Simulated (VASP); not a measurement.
A run of VASP 6.6.1 is set up as follows.

The input INCAR:

```
SYSTEM = TiO2
ALGO = Normal ; EDIFF = 1E-7
EDIFFG = -0.002 ; ENCUT = 600
GGA = CA ; IBRION = 2
ISIF = 3 ; ISMEAR = 0
LASPH = .TRUE. ; LCHARG = .FALSE.
LREAL = .FALSE. ; LWAVE = .FALSE.
NELM = 100 ; NSW = 100
PREC = Accurate ; SIGMA = 0.02
```

KPOINTS

```
k-points
0
G
  6 6 10
  0 0 0
```

POSCAR

```
TiO2
1.0
    4.5922000000      0.0000000000      0.0000000000
    0.0000000000      4.5922000000      0.0000000000
    0.0000000000      0.0000000000      2.9574000000
Ti O
2 4
Direct
    0.0000000000      0.0000000000      0.0000000000
    0.5000000000      0.5000000000      0.5000000000
    0.3049600000      0.3049600000      0.0000000000
    0.1950400000      0.8049600000      0.5000000000
    0.6950400000      0.6950400000      0.0000000000
    0.8049600000      0.1950400000      0.5000000000
```

Potentials or basis: VASP PAW LDA potentials, release 64 (Ti_sv, O).

The run is started by

```console
$ cat potpaw_LDA.64/Ti_sv/POTCAR potpaw_LDA.64/O/POTCAR > POTCAR
$ mpirun -np 1 vasp_std > vasp.out
```

Question: Predict the relaxed cell.

Answer: a = 4.552 Å, b = 4.552 Å, c = 2.922 Å, α = 90.00°, β = 90.00°, γ = 90.00°.

Question: Predict the space group after relaxing (to 0.1 Å).

Answer: P4_2/mnm (No. 136).

Question: Estimate the relaxed volume.

Answer: 10.09 Å³/atom.

Final structure:
```
CELL_PARAMETERS angstrom
4.55209 0.00000 0.00000
0.00000 4.55209 0.00000
0.00000 0.00000 2.92176
ATOMIC_POSITIONS crystal
Ti 0.00000 0.00000 0.00000
Ti 0.50000 0.50000 0.50000
O 0.30384 0.30384 0.00000
O 0.19616 0.80384 0.50000
O 0.69616 0.69616 0.00000
O 0.80384 0.19616 0.50000
```

LDA usually gives volumes a few per cent too small. Zero-point motion and thermal expansion aren't in these numbers.
